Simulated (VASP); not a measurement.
# BaF2 (Fm-3m) in VASP: further runs, part 2 of 2

VASP 6.6.1. Earlier steps stand in the parts before.

## Step 5: Single point, PBE (volume changed by +5%)

INCAR

```
SYSTEM = BaF2
  ALGO = Normal
  EDIFF = 1E-6
  ENCUT = 600
  GGA = PE
  GGA_COMPAT = .FALSE.
  ISIF = 2
  ISMEAR = 0
  LASPH = .TRUE.
  LCHARG = .TRUE.
  LELF = .TRUE.
  LREAL = .FALSE.
  LVHAR = .TRUE.
  LWAVE = .FALSE.
  NBANDS = 19
  NELM = 120
  PREC = Accurate
  SIGMA = 0.01
```

KPOINTS

```
k-points
0
G
  4 4 4
  0 0 0
```

POSCAR

```
BaF2
1.0
    0.0000000000      3.1479489295      3.1479489295
    3.1479489295      0.0000000000      3.1479489295
    3.1479489295      3.1479489295      0.0000000000
Ba F
1 2
Direct
    0.0000000000      0.0000000000      0.0000000000
    0.2500000000      0.2500000000      0.2500000000
    0.7500000000      0.7500000000      0.7500000000
```

Potentials or basis: VASP PAW PBE potentials, release 64 (Ba_sv, F).

On the command line:

```bash
$ cat potpaw_PBE.64/Ba_sv/POTCAR potpaw_PBE.64/F/POTCAR > POTCAR
$ mpirun -np 1 vasp_std > vasp.out
```

OUTCAR:

```text
SYSTEM = BaF2
   EDIFF = 1E-6
   ENCUT = 600
   GGA = PE
   ISIF = 2
   ISMEAR = 0
   LASPH = .TRUE.
   LREAL = .FALSE.
   NELM = 120
   PREC = Accurate

 ion  position               nearest neighbor table
   1  0.000  0.000  0.000-   3 2.73   3 2.73   3 2.73   2 2.73   3 2.73   2 2.73   2 2.73   2 2.73

   2  0.250  0.250  0.250-   1 2.73   1 2.73   1 2.73   1 2.73
   3  0.750  0.750  0.750-   1 2.73   1 2.73   1 2.73   1 2.73

  LATTYP: Found a face centered cubic cell.
 ALAT       =     6.2958978590

  Lattice vectors:

 A1 = (   0.0000000000,   3.1479489295,   3.1479489295)
 A2 = (   3.1479489295,   0.0000000000,   3.1479489295)
 A3 = (   3.1479489295,   3.1479489295,   0.0000000000)

Analysis of symmetry for initial positions (statically):
=====================================================================
 Subroutine PRICEL returns:
 Original cell was already a primitive cell.

 Routine SETGRP: Setting up the symmetry group for a
 face centered cubic supercell.

 Subroutine GETGRP returns: Found 48 space group operations
 (whereof 48 operations were pure point group operations)
 out of a pool of 48 trial point group operations.

The static configuration has the point symmetry O_h .

Analysis of symmetry for dynamics (positions and initial velocities):
=====================================================================
 Subroutine PRICEL returns:
 Original cell was already a primitive cell.

 Routine SETGRP: Setting up the symmetry group for a
 face centered cubic supercell.

 Subroutine GETGRP returns: Found 48 space group operations
 (whereof 48 operations were pure point group operations)
 out of a pool of 48 trial point group operations.

The dynamic configuration has the point symmetry O_h .

 Subroutine INISYM returns: Found 48 space group operations
[... 95 lines left out ...]
   EMIN   =  10.00;   EMAX   =-10.00  energy-range for DOS
   EFERMI =   0.00;   METHOD = LEGACY
   ISMEAR =     0;   SIGMA  =   0.01  broadening in eV -4-tet -1-fermi 0-gaus
   EFERMI_NEDOS =   21; number of points for ismear=-14 and -15
   IALGO  =     38    algorithm
   IMIX   =      4    mixing-type and parameters
     AMIX     =   0.40;   BMIX     =  1.00
     AMIX_MAG =   1.60;   BMIX_MAG =  1.00
  volume/ion in A,a.u.               =      20.80       140.34
  Fermi-wavevector in a.u.,A,eV,Ry     =   1.190623  2.249951 19.287386  1.417583
  Thomas-Fermi vector in A             =   2.326703
   LORBIT       =      0    0 simple, 1 ext, 2 COOP (PROOUT), +10 PAW based schemes
   GGA     = PE    functional components
   LHFCALC =     F    Hartree Fock is set to
   AEXX    =    0.0000 exact exchange contribution
   IVDW    =     0    specifies the selected vdW correction
   LEPSILON=     F    determine dielectric tensor
   LRPA    =     F    only Hartree local field effects (RPA)
 non-spin polarized calculation
 Gauss-broadening in eV      SIGMA  =   0.01
  energy-cutoff  :      600.00
  volume of cell :       62.39
 maximum number of plane-waves:      2120
   NGX = 17   NGY = 17   NGZ = 17

 number of electron      24.0000019 magnetization

 Free energy of the ion-electron system (eV)
  ---------------------------------------------------
  ext. energy  EPLUGINS =         0.00000000
  ---------------------------------------------------
  free energy    TOTEN  =       -17.13291216 eV

  energy without entropy =      -17.13291216  energy(sigma->0) =      -17.13291216

 E-fermi :  -2.1760     XC(G=0):  -8.4920

 val. band max:       -2.2533865933   @ k =  -0.2500   0.2500   0.0000
 cond. band min:       4.3118238801   @ k =   0.0000   0.0000   0.0000
 fundamental gap:      6.5652104734
 Fermi energy:        -2.1760377486

 k-point     1 :       0.0000    0.0000    0.0000
  band No.  band energies     occupation
      1     -25.4826      2.00000
      2     -21.1193      2.00000
      3     -21.1159      2.00000
      4     -10.3774      2.00000
      5     -10.3774      2.00000
      6     -10.3774      2.00000
[... 153 lines left out ...]
      6     -10.4751      2.00000
[... 11 lines left out ...]
     18      11.8896      0.00000
     19      12.2958      0.00000

------------------------ aborting loop because EDIFF is reached ----------------------------------------

  FORCE on cell =-STRESS in cart. coord.  units (eV):
  Direction    XX          YY          ZZ          XY          YZ          ZX
  --------------------------------------------------------------------------------------
  -------------------------------------------------------------------------------------
  Total       -0.1601107     -0.1601107     -0.1601107      0.0000000      0.0000000      0.0000000
  in kB       -4.1116665     -4.1116665     -4.1116665      0.0000000      0.0000000      0.0000000
  external PRESSURE =      -4.1116665 kB  Pullay stress =       0.0000000 kB

 VOLUME and BASIS-vectors are now :
 -----------------------------------------------------------------------------
  energy-cutoff  :      600.00
  volume of cell :       62.39
      direct lattice vectors                 reciprocal lattice vectors
     0.000000000  3.147948930  3.147948930    -0.158833581  0.158833581  0.158833581
     3.147948930  0.000000000  3.147948930     0.158833581 -0.158833581  0.158833581
     3.147948930  3.147948930  0.000000000     0.158833581  0.158833581 -0.158833581

 POSITION                                       TOTAL-FORCE (eV/Angst)
 -----------------------------------------------------------------------------------
      0.00000      0.00000      0.00000        -0.000000     -0.000000     -0.000000
      1.57397      1.57397      1.57397        -0.000000      0.000000     -0.000000
      4.72192      4.72192      4.72192         0.000000     -0.000000      0.000000
 -----------------------------------------------------------------------------------
    total drift:                                0.000000      0.000000      0.000000

  FREE ENERGIE OF THE ION-ELECTRON SYSTEM (eV)
  ---------------------------------------------------
  free  energy   TOTEN  =       -17.1329121572 eV

  energy  without entropy=      -17.1329121572  energy(sigma->0) =      -17.13291216
```

It took 23 s on 1 thread of Intel Xeon 8259CL, shared host; peak memory 0.2 GiB.

What came out:

```
Free energy            : -17.1329 eV
Pressure               : -0.4 GPa
Band gap on the k mesh : 6.57 eV, indirect (least direct gap 6.62 eV)
```

Caveat: the k points lie up to 0.43 Å⁻¹ apart; spin-orbit coupling is left out, which moves the levels of the heavy elements. A k mesh can miss the band edges.

## Step 6: Single point, PBE (volume changed by +10%)

INCAR

```
SYSTEM = BaF2
PREC = Accurate ; ENCUT = 600
EDIFF = 1E-6 ; ISMEAR = 0
SIGMA = 0.01 ; LREAL = .False.
LASPH = .True. ; NELM = 120
ALGO = Normal ; ISIF = 2
LWAVE = .False. ; LCHARG = .False.
GGA = PE ; NBANDS = 19
GGA_COMPAT = .False.
```

KPOINTS

```
regular mesh
0
Gamma
  4 4 4
  0 0 0
```

POSCAR

```
BaF2
1.0
    0.0000000000      3.1971435775      3.1971435775
    3.1971435775      0.0000000000      3.1971435775
    3.1971435775      3.1971435775      0.0000000000
Ba F
1 2
Direct
    0.0000000000      0.0000000000      0.0000000000
    0.2500000000      0.2500000000      0.2500000000
    0.7500000000      0.7500000000      0.7500000000
```

Potentials or basis: VASP PAW PBE potentials, release 64 (Ba_sv, F).

On the command line:

```bash
$ cat potpaw_PBE.64/Ba_sv/POTCAR potpaw_PBE.64/F/POTCAR > POTCAR
$ mpirun -np 1 vasp_std > vasp.out
```

OUTCAR:

```text
SYSTEM = BaF2
   PREC = Accurate
   ENCUT = 600
   EDIFF = 1E-6
   ISMEAR = 0
   LREAL = .False.
   LASPH = .True.
   NELM = 120
   ISIF = 2
   GGA = PE

 ion  position               nearest neighbor table
   1  0.000  0.000  0.000-   3 2.77   3 2.77   3 2.77   2 2.77   3 2.77   2 2.77   2 2.77   2 2.77

   2  0.250  0.250  0.250-   1 2.77   1 2.77   1 2.77   1 2.77
   3  0.750  0.750  0.750-   1 2.77   1 2.77   1 2.77   1 2.77

  LATTYP: Found a face centered cubic cell.
 ALAT       =     6.3942871550

  Lattice vectors:

 A1 = (   0.0000000000,   3.1971435775,   3.1971435775)
 A2 = (   3.1971435775,   0.0000000000,   3.1971435775)
 A3 = (   3.1971435775,   3.1971435775,   0.0000000000)

Analysis of symmetry for initial positions (statically):
=====================================================================
 Subroutine PRICEL returns:
 Original cell was already a primitive cell.

 Routine SETGRP: Setting up the symmetry group for a
 face centered cubic supercell.

 Subroutine GETGRP returns: Found 48 space group operations
 (whereof 48 operations were pure point group operations)
 out of a pool of 48 trial point group operations.
[... 145 lines left out ...]

  energy without entropy =      -17.10937021  energy(sigma->0) =      -17.10937021

 E-fermi :  -2.3207     XC(G=0):  -8.2853

 val. band max:       -2.4182752234   @ k =  -0.2500   0.2500   0.0000
 cond. band min:       3.9457952903   @ k =   0.0000   0.0000   0.0000
 fundamental gap:      6.3640705137
 Fermi energy:        -2.3206987588

 k-point     1 :       0.0000    0.0000    0.0000
  band No.  band energies     occupation
      1     -25.8074      2.00000
      2     -21.2585      2.00000
      3     -21.2197      2.00000
      4     -10.7435      2.00000
      5     -10.7435      2.00000
      6     -10.7435      2.00000
[... 153 lines left out ...]
      6     -10.8274      2.00000
[... 11 lines left out ...]
     18      11.1864      0.00000
     19      11.6931      0.00000

------------------------ aborting loop because EDIFF is reached ----------------------------------------

  FORCE on cell =-STRESS in cart. coord.  units (eV):
  Direction    XX          YY          ZZ          XY          YZ          ZX
  --------------------------------------------------------------------------------------
  -------------------------------------------------------------------------------------
  Total       -1.0556557     -1.0556557     -1.0556557      0.0000000     -0.0000000      0.0000000
  in kB      -25.8771523    -25.8771523    -25.8771523      0.0000000     -0.0000000      0.0000000
  external PRESSURE =     -25.8771523 kB  Pullay stress =       0.0000000 kB

 VOLUME and BASIS-vectors are now :
 -----------------------------------------------------------------------------
  energy-cutoff  :      600.00
  volume of cell :       65.36
      direct lattice vectors                 reciprocal lattice vectors
     0.000000000  3.197143577  3.197143577    -0.156389598  0.156389598  0.156389598
     3.197143577  0.000000000  3.197143577     0.156389598 -0.156389598  0.156389598
     3.197143577  3.197143577  0.000000000     0.156389598  0.156389598 -0.156389598

 POSITION                                       TOTAL-FORCE (eV/Angst)
 -----------------------------------------------------------------------------------
      0.00000      0.00000      0.00000         0.000000      0.000000      0.000000
      1.59857      1.59857      1.59857        -0.000000     -0.000000     -0.000000
      4.79572      4.79572      4.79572         0.000000      0.000000      0.000000
 -----------------------------------------------------------------------------------
    total drift:                                0.000000      0.000000      0.000000

  FREE ENERGIE OF THE ION-ELECTRON SYSTEM (eV)
  ---------------------------------------------------
  free  energy   TOTEN  =       -17.1093702111 eV

  energy  without entropy=      -17.1093702111  energy(sigma->0) =      -17.10937021
```

stdout:

```text
POSCAR found type information on POSCAR BaF
 POSCAR found :  2 types and       3 ions
 scaLAPACK will be used
 LDA part: xc-table for (Slater+PW92), standard interpolation
 POSCAR, INCAR and KPOINTS ok, starting setup
 FFT: planning ... GRIDC
 FFT: planning ... GRID_SOFT
 FFT: planning ... GRID
 WAVECAR not read
 entering main loop
```

Run time: 23 s. Hardware: 1 thread of Intel Xeon 8259CL, shared host; peak memory 0.2 GiB.

What came out:

| Property | Result |
| --- | --- |
| Free energy | -17.1094 eV |
| Pressure | -2.6 GPa |
| Band gap on the k mesh | 6.36 eV, indirect (least direct gap 6.40 eV) |

Caveat: the k points lie up to 0.43 Å⁻¹ apart; spin-orbit coupling is left out, which moves the levels of the heavy elements.

## Step 7: The runs side by side

```tsv
cell	gap on the mesh (eV)	pressure (GPa)
a = 4.229 Å, angles 60.0°, 3 atoms	7.22	11.3
a = 4.306 Å, angles 60.0°, 3 atoms	7.00	6.3
a = 4.380 Å, angles 60.0°, 3 atoms	6.78	2.5
a = 4.452 Å, angles 60.0°, 3 atoms	6.57	-0.4
a = 4.521 Å, angles 60.0°, 3 atoms	6.36	-2.6
```

Alike in all rows: task single point; level PBE; potentials or basis VASP PAW PBE potentials, release 64 (Ba_sv, F); no spin polarisation; k mesh 4 × 4 × 4; cutoff (eV) 600; smearing gaussian 0.01 eV.

Caveats: all runs use coarse meshes; spin-orbit coupling is left out, which moves the levels of the heavy elements.

Total energies depend on the potentials used, so only differences within one code and one set of settings carry meaning.
